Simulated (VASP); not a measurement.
# PbSe (Cmcm) in VASP: single point with r2SCAN

Aim: the single point of PbSe with r2SCAN.

All numbers are computed with VASP 6.6.1; they aren't measurements. Logs are shortened: lines on timing, memory, paths and dates and some standing lists are left out, and cuts for length are marked.

### 1 The cell of the first run

It takes space group Cmcm (No. 63, orthorhombic). The conventional cell has a = 4.275 Å, b = 11.994 Å, c = 4.433 Å, α = 90.00°, β = 90.00°, γ = 90.00°. Within 3.7 Å of Pb (site symmetry m2m) lie 5 Se at 2.81 to 3.08 Å. Se (site symmetry m2m) has 5 Pb at 2.81 to 3.08 Å within 3.7 Å.

### 2 Single point, r2SCAN

Contents of POSCAR:

```
PbSe
1.0
    2.1377037693     -5.9967639900      0.0000000000
    2.1377037693      5.9967639900      0.0000000000
    0.0000000000      0.0000000000      4.4334888616
Pb Se
2 2
Direct
    0.6284359955      0.3715640045      0.7500000000
    0.3715640045      0.6284359955      0.2500000000
    0.8626836353      0.1373163647      0.7500000000
    0.1373163647      0.8626836353      0.2500000000
```

Contents of INCAR.step1:

```
PREC = Accurate ; ENCUT = 520
ISMEAR = 0 ; SIGMA = 0.01
LREAL = F ; LASPH = T
NELM = 100 ; NBANDS = 28
GGA = PE ; ALGO = Normal
EDIFF = 1E-4 ; LWAVE = T
LCHARG = F
```

Contents of INCAR.step2:

```
PREC = Accurate ; ENCUT = 520
EDIFF = 1E-6 ; ISMEAR = 0
SIGMA = 0.01 ; LREAL = F
LASPH = T ; NELM = 100
ALGO = Normal ; ISIF = 2
LWAVE = F ; LCHARG = F
METAGGA = R2SCAN ; LMIXTAU = T
NBANDS = 28 ; ISTART = 1
```

Contents of KPOINTS:

```
Automatic mesh
0
Gamma
  4 4 4
```

Potentials or basis: VASP PAW PBE potentials, release 64 (Pb_d, Se).

On the command line:

```console
$ cat potpaw_PBE.64/Pb_d/POTCAR potpaw_PBE.64/Se/POTCAR > POTCAR
$ cp INCAR.step1 INCAR
$ mpirun -np 1 vasp_std > vasp.out
$ cp INCAR.step2 INCAR
$ mpirun -np 1 vasp_std > vasp.out
```

OUTCAR:

```text
PREC = Accurate
   ENCUT = 520
   EDIFF = 1E-6
   ISMEAR = 0
   LREAL = F
   LASPH = T
   NELM = 100
   ISIF = 2
   METAGGA = R2SCAN
   ISTART = 1

 ion  position               nearest neighbor table
   1  0.628  0.372  0.750-   3 2.81   4 3.08   4 3.08   4 3.08   4 3.08   2 3.80   2 3.80
   2  0.372  0.628  0.250-   4 2.81   3 3.08   3 3.08   3 3.08   3 3.08   1 3.80   1 3.80
   3  0.863  0.137  0.750-   1 2.81   2 3.08   2 3.08   2 3.08   2 3.08
   4  0.137  0.863  0.250-   2 2.81   1 3.08   1 3.08   1 3.08   1 3.08

  LATTYP: Found a base centered orthorhombic cell.
 ALAT       =     4.2754075386
 B/A-ratio  =     2.8052361960
 C/A-ratio  =     1.0369745624

  Lattice vectors:

 A1 = (   2.1377037693,  -5.9967639900,   0.0000000000)
 A2 = (   2.1377037693,   5.9967639900,   0.0000000000)
 A3 = (   0.0000000000,   0.0000000000,   4.4334888616)

Analysis of symmetry for initial positions (statically):
=====================================================================
 Subroutine PRICEL returns:
 Original cell was already a primitive cell.

 Routine SETGRP: Setting up the symmetry group for a
 base centered orthorhombic supercell.

 Subroutine GETGRP returns: Found  8 space group operations
 (whereof  4 operations were pure point group operations)
 out of a pool of  8 trial point group operations.

The static configuration has the point symmetry C_2h.
 The point group associated with its full space group is D_2h.

Analysis of symmetry for dynamics (positions and initial velocities):
=====================================================================
 Subroutine PRICEL returns:
 Original cell was already a primitive cell.

 Routine SETGRP: Setting up the symmetry group for a
 base centered orthorhombic supercell.

 Subroutine GETGRP returns: Found  8 space group operations
 (whereof  4 operations were pure point group operations)
 out of a pool of  8 trial point group operations.

The dynamic configuration has the point symmetry C_2h.
 The point group associated with its full space group is D_2h.

 Subroutine INISYM returns: Found  8 space group operations
 (whereof  4 operations are pure point group operations),
 and found     1 'primitive' translations

----------------------------------------------------------------------------------------

                                     Primitive cell

  volume of cell :     113.6685

  direct lattice vectors                    reciprocal lattice vectors
     2.137703769 -5.996763990  0.000000000     0.233895831 -0.083378302  0.000000000
     2.137703769  5.996763990  0.000000000     0.233895831  0.083378302  0.000000000
     0.000000000  0.000000000  4.433488862     0.000000000  0.000000000  0.225555997

  length of vectors
     6.366392680  6.366392680  4.433488862     0.248312708  0.248312708  0.225555997

  position of ions in fractional coordinates (direct lattice)
     0.628435995  0.371564005  0.750000000
     0.371564005  0.628435995  0.250000000
     0.862683635  0.137316365  0.750000000
     0.137316365  0.862683635  0.250000000

  ion indices of the primitive-cell ions
   primitive index   ion index
                 1           1
                 2           2
                 3           3
                 4           4

----------------------------------------------------------------------------------------

 KPOINTS: Automatic mesh

Automatic generation of k-mesh.
 Grid dimensions read from file:
 generate k-points for:    4    4    4

 Generating k-lattice:

  Cartesian coordinates                     Fractional coordinates (reciprocal lattice)
     0.058473958 -0.020844576  0.000000000     0.250000000  0.000000000  0.000000000
     0.058473958  0.020844576  0.000000000     0.000000000  0.250000000  0.000000000
     0.000000000  0.000000000  0.056388999     0.000000000  0.000000000  0.250000000

  Length of vectors
     0.062078177  0.062078177  0.056388999

  Shift w.r.t. Gamma in fractional coordinates (k-lattice)
     0.000000000  0.000000000  0.000000000

 Subroutine IBZKPT returns following result:
 ===========================================

 Found     21 irreducible k-points:

 Following reciprocal coordinates:
            Coordinates               Weight
  0.000000  0.000000  0.000000      1.000000
  0.250000 -0.000000  0.000000      4.000000
  0.500000 -0.000000  0.000000      2.000000
  0.250000  0.250000  0.000000      2.000000
  0.500000  0.250000  0.000000      4.000000
 -0.250000  0.250000  0.000000      2.000000
[... 13 lines left out ...]
 -0.250000  0.250000  0.500000      2.000000
  0.500000  0.500000  0.500000      1.000000
   k-points           NKPTS =     21   k-points in BZ     NKDIM =     21   number of bands    NBANDS=     28
   number of dos      NEDOS =    301   number of ions     NIONS =      4
   total plane-waves  NPLWV =  82944
   dimension x,y,z NGX =    48 NGY =   48 NGZ =   36
   dimension x,y,z NGXF=    96 NGYF=   96 NGZF=   72
   ions per type =               2   2
   NGX,Y,Z   is equivalent  to a cutoff of  12.53, 12.53, 13.50 a.u.
   NGXF,Y,Z  is equivalent  to a cutoff of  25.07, 25.07, 27.00 a.u.
 SYSTEM =  unknown system
   PREC   = accura    normal or accurate (medium, high low for compatibility)
   ISTART =      1    job   : 0-new  1-cont  2-samecut
   ICHARG =      0    charge: 1-file 2-atom 10-const
   ISPIN  =      1    spin polarized calculation?
   LNONCOLLINEAR =      F non collinear calculations
   LSORBIT =      F    spin-orbit coupling
   LASPH  =      T    aspherical Exc in radial PAW
   ENCUT  =  520.0 eV  38.22 Ry    6.18 a.u.  11.84 11.84  8.24*2*pi/ulx,y,z
   NELM   =    100;   NELMIN=  2; NELMDL=  0     # of ELM steps
   EDIFF  = 0.1E-05   stopping-criterion for ELM
   LREAL  =      F    real-space projection
   EDIFFG = 0.1E-04   stopping-criterion for IOM
   NSW    =      0    number of steps for IOM
   IBRION =     -1    ionic relax: 0-MD 1-quasi-New 2-CG
   NFREE  =      0    steps in history (QN), initial steepest desc. (CG)
   ISIF   =      2    stress and relaxation
   ISYM   =      2    0-nonsym 1-usesym 2-fastsym
   POTIM  = 0.5000    time-step for ionic-motion
   TEBEG  =    0.0;   TEEND  =   0.0 temperature during run
   PSTRESS=    0.0 pullay stress
   NELECT =      40.0000    total number of electrons
   NUPDOWN=      -1.0000    fix difference up-down
   EMIN   =  10.00;   EMAX   =-10.00  energy-range for DOS
   EFERMI =   0.00;   METHOD = LEGACY
   ISMEAR =     0;   SIGMA  =   0.01  broadening in eV -4-tet -1-fermi 0-gaus
   EFERMI_NEDOS =   21; number of points for ismear=-14 and -15
   IALGO  =     38    algorithm
   IMIX   =      4    mixing-type and parameters
     AMIX     =   0.40;   BMIX     =  1.00
     AMIX_MAG =   1.60;   BMIX_MAG =  1.00
  volume/ion in A,a.u.               =      28.42       191.77
  Fermi-wavevector in a.u.,A,eV,Ry     =   1.155797  2.184139 18.175562  1.335866
  Thomas-Fermi vector in A             =   2.292422
   LORBIT       =      0    0 simple, 1 ext, 2 COOP (PROOUT), +10 PAW based schemes
   METAGGA = R2SCAN    functional components
   LHFCALC =     F    Hartree Fock is set to
   AEXX    =    0.0000 exact exchange contribution
   IVDW    =     0    specifies the selected vdW correction
   LEPSILON=     F    determine dielectric tensor
   LRPA    =     F    only Hartree local field effects (RPA)
 non-spin polarized calculation
 Gauss-broadening in eV      SIGMA  =   0.01
  energy-cutoff  :      520.00
  volume of cell :      113.67
 maximum number of plane-waves:      3088
   NGX = 23   NGY = 23   NGZ = 17

 number of electron      39.9999996 magnetization

 Free energy of the ion-electron system (eV)
  ---------------------------------------------------
  ext. energy  EPLUGINS =         0.00000000
  ---------------------------------------------------
  free energy    TOTEN  =      -143.71911279 eV

  energy without entropy =     -143.71911279  energy(sigma->0) =     -143.71911279

 E-fermi :   4.4524     XC(G=0): -10.1213

 val. band max:        4.3884798938   @ k =   0.0000   0.0000   0.5000
 cond. band min:       5.7881612981   @ k =   0.5000   0.5000   0.0000
 fundamental gap:      1.3996814043
 Fermi energy:         4.4524265831

 k-point     1 :       0.0000    0.0000    0.0000
  band No.  band energies     occupation
      1     -12.6889      2.00000
      2     -12.5942      2.00000
      3     -12.5885      2.00000
      4     -12.5803      2.00000
      5     -12.5580      2.00000
      6     -12.5542      2.00000
[... 20 lines left out ...]
     27      10.3658      0.00000
     28      11.8086      0.00000

 k-point     2 :       0.2500   -0.0000    0.0000
  band No.  band energies     occupation
      1     -12.6567      2.00000
      2     -12.5875      2.00000
      3     -12.5836      2.00000
      4     -12.5744      2.00000
      5     -12.5601      2.00000
      6     -12.5594      2.00000
[... 20 lines left out ...]
     27      11.5833      0.00000
     28      12.3872      0.00000

 k-point     3 :       0.5000   -0.0000    0.0000
  band No.  band energies     occupation
      1     -12.6085      2.00000
      2     -12.5956      2.00000
      3     -12.5920      2.00000
      4     -12.5909      2.00000
      5     -12.5574      2.00000
      6     -12.5555      2.00000
[... 20 lines left out ...]
     27      13.0613      0.00000
     28      13.7899      0.00000

 k-point     4 :       0.2500    0.2500    0.0000
  band No.  band energies     occupation
      1     -12.6087      2.00000
      2     -12.5991      2.00000
      3     -12.5950      2.00000
      4     -12.5800      2.00000
      5     -12.5615      2.00000
      6     -12.5583      2.00000
[... 485 lines left out ...]
     27      11.5799      0.00000
     28      11.5799      0.00000

 k-point    20 :      -0.2500    0.2500    0.5000
  band No.  band energies     occupation
      1     -12.6171      2.00000
      2     -12.6171      2.00000
      3     -12.5828      2.00000
      4     -12.5828      2.00000
      5     -12.5540      2.00000
      6     -12.5540      2.00000
[... 20 lines left out ...]
     27      14.0385      0.00000
     28      14.0385      0.00000

 k-point    21 :       0.5000    0.5000    0.5000
  band No.  band energies     occupation
      1     -12.6195      2.00000
      2     -12.6195      2.00000
      3     -12.5772      2.00000
      4     -12.5772      2.00000
      5     -12.5539      2.00000
      6     -12.5539      2.00000
[... 20 lines left out ...]
     27      13.2110      0.00000
     28      13.2110      0.00000

------------------------ aborting loop because EDIFF is reached ----------------------------------------

  FORCE on cell =-STRESS in cart. coord.  units (eV):
  Direction    XX          YY          ZZ          XY          YZ          ZX
  --------------------------------------------------------------------------------------
  -------------------------------------------------------------------------------------
  Total        0.7118456      0.5930706      0.6786960      0.0000000      0.0000000      0.0000000
  in kB       10.0335887      8.3594346      9.5663398      0.0000000      0.0000000      0.0000000
  external PRESSURE =       9.3197877 kB  Pullay stress =       0.0000000 kB

 VOLUME and BASIS-vectors are now :
 -----------------------------------------------------------------------------
  energy-cutoff  :      520.00
  volume of cell :      113.67
      direct lattice vectors                 reciprocal lattice vectors
     2.137703769 -5.996763990  0.000000000     0.233895831 -0.083378302  0.000000000
     2.137703769  5.996763990  0.000000000     0.233895831  0.083378302  0.000000000
     0.000000000  0.000000000  4.433488862     0.000000000  0.000000000  0.225555997

 POSITION                                       TOTAL-FORCE (eV/Angst)
 -----------------------------------------------------------------------------------
      2.13770     -1.54040      3.32512         0.000000     -0.011379     -0.000000
      2.13770      1.54040      1.10837         0.000000      0.011379      0.000000
      2.13770     -4.34986      3.32512         0.000000      0.050344     -0.000000
      2.13770      4.34986      1.10837         0.000000     -0.050344      0.000000
 -----------------------------------------------------------------------------------
    total drift:                                0.000000     -0.000000      0.000000

  FREE ENERGIE OF THE ION-ELECTRON SYSTEM (eV)
  ---------------------------------------------------
  free  energy   TOTEN  =      -143.7191127895 eV

  energy  without entropy=     -143.7191127895  energy(sigma->0) =     -143.71911279
```

Wall time 3 min (1 thread of Intel Xeon 6975P-C, shared host); peak memory 0.33 GiB.

Results:

```yaml
Free_energy: -143.7191 eV
Pressure: 0.9 GPa
Largest_force: 0.050 eV/Å
Band_gap_on_the_k_mesh: 1.40 eV, indirect (least direct gap 1.74 eV)
```

Forces in eV/Å, atoms in the order of the input:
```
Pb   0.000 -0.011  0.000
Pb   0.000  0.011  0.000
Se   0.000  0.050  0.000
Se   0.000 -0.050  0.000
```

Caveat: the PAW data sets were made with another functional, which shifts forces and pressure a little; spin-orbit coupling is left out, which moves the levels of the heavy elements. A k mesh can miss the band edges.
